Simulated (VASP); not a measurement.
A run of VASP 6.6.1:

Contents of INCAR:

```
ALGO = Normal
EDIFF = 1E-6
ENCUT = 500
GGA = PE
GGA_COMPAT = F
ISIF = 2
ISMEAR = 0
LASPH = T
LCHARG = F
LREAL = F
LWAVE = F
NBANDS = 59
NELM = 120
PREC = Accurate
SIGMA = 0.1
```

The input KPOINTS:

```
k-points
0
Gamma
  3 3 4
```

POSCAR

```
HfZr3S8
1.0
    7.1127905000      0.0000000000      0.0000000000
   -3.5563952500      6.1598572600      0.0000000000
    0.0000000000      0.0000000000      5.9170221600
Zr Hf S
3 1 8
Direct
    0.0000000000      0.5000000000      0.0000000000
    0.5000000000      0.5000000000      0.0000000000
    0.5000000000      0.0000000000      0.0000000000
    0.0000000000      0.0000000000      0.0000000000
    0.3333333300      0.6666666700      0.7639520800
    0.3333333300      0.1666666700      0.7639520800
    0.8333333300      0.6666666700      0.7639520800
    0.8333333300      0.1666666700      0.7639520800
    0.1666666700      0.8333333300      0.2360479200
    0.1666666700      0.3333333300      0.2360479200
    0.6666666700      0.8333333300      0.2360479200
    0.6666666700      0.3333333300      0.2360479200
```

Potentials or basis: VASP PAW PBE potentials, release 64 (Zr_sv, Hf_pv, S).

Command:

```bash
$ cat potpaw_PBE.64/Zr_sv/POTCAR potpaw_PBE.64/Hf_pv/POTCAR potpaw_PBE.64/S/POTCAR > POTCAR
$ mpirun -np 1 vasp_std > vasp.out
```

Hardware: 1 thread of Intel Xeon 8259CL, on a shared host.

**Question.** Estimate the wall time of this run.

**Answer.** Run time: 8.1 min on 1 thread of Intel Xeon 8259CL, with other jobs on the host, peak memory 0.44 GiB. Counts: scf iterations 15, k points 10.
